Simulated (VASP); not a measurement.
A run of VASP 6.6.1 is set up as follows.

The input INCAR:

```
ALGO = Normal
EDIFF = 1E-7
ENCUT = 520
GGA = PE
ISIF = 2
ISMEAR = 0
IVDW = 12
LASPH = True
LCHARG = True
LELF = True
LREAL = Auto
LVHAR = True
LWAVE = False
NBANDS = 53
NELM = 80
PREC = Accurate
SIGMA = 0.02
```

Contents of KPOINTS:

```
k-points
0
Gamma
  2 2 2
```

POSCAR

```
Si16Ge
1.0
    0.0000000000      5.4300000000      5.4300000000
    5.4300000000      0.0000000000      5.4300000000
    5.4300000000      5.4300000000      0.0000000000
Si Ge
16 1
Direct
   -0.0121701657     -0.0118791897      0.0363744015
    0.1260581952      0.1263946593      0.1333653775
    0.0090996317      0.0090346225      0.5041141805
    0.1123313996      0.1127886740      0.6628328729
    0.0115112339      0.4972316759     -0.0057830571
    0.1263749540      0.6145790055      0.1331176796
    0.0089529466      0.4783693370      0.5041369245
    0.1525586556      0.6155999079      0.6153978821
    0.4968694291      0.0122095764     -0.0063143646
    0.6143050645      0.1268993554      0.1326568140
    0.4778741252      0.0094126151      0.5036406077
    0.6153787293      0.1530916206      0.6148566298
    0.4974874770      0.4980346225     -0.0068058932
    0.6377897790      0.6384168508      0.0862682320
    0.5154408840      0.5159852670      0.4540941068
    0.6168803867      0.6173076427      0.6143124309
    0.7746639042      0.7752937385      0.6773060773
```

Potentials or basis: VASP PAW PBE potentials, release 64 (Si, Ge_d).

Command:

```console
$ cat potpaw_PBE.64/Si/POTCAR potpaw_PBE.64/Ge_d/POTCAR > POTCAR
$ mpirun -np 1 vasp_std > vasp.out
```

Problem. What does it give for the pressure?

Solution. 3.3 GPa.

Problem. What does it give for the dispersion energy per atom?

Solution. -0.333 eV.

Problem. Predict the largest force.

Solution. 0.630 eV/Å.

Stress tensor (GPa, compression positive):
```
 3.28 -0.71  0.70
-0.71  3.26  0.68
 0.70  0.68  3.39
```

Caveat: the k points lie up to 0.50 Å⁻¹ apart.
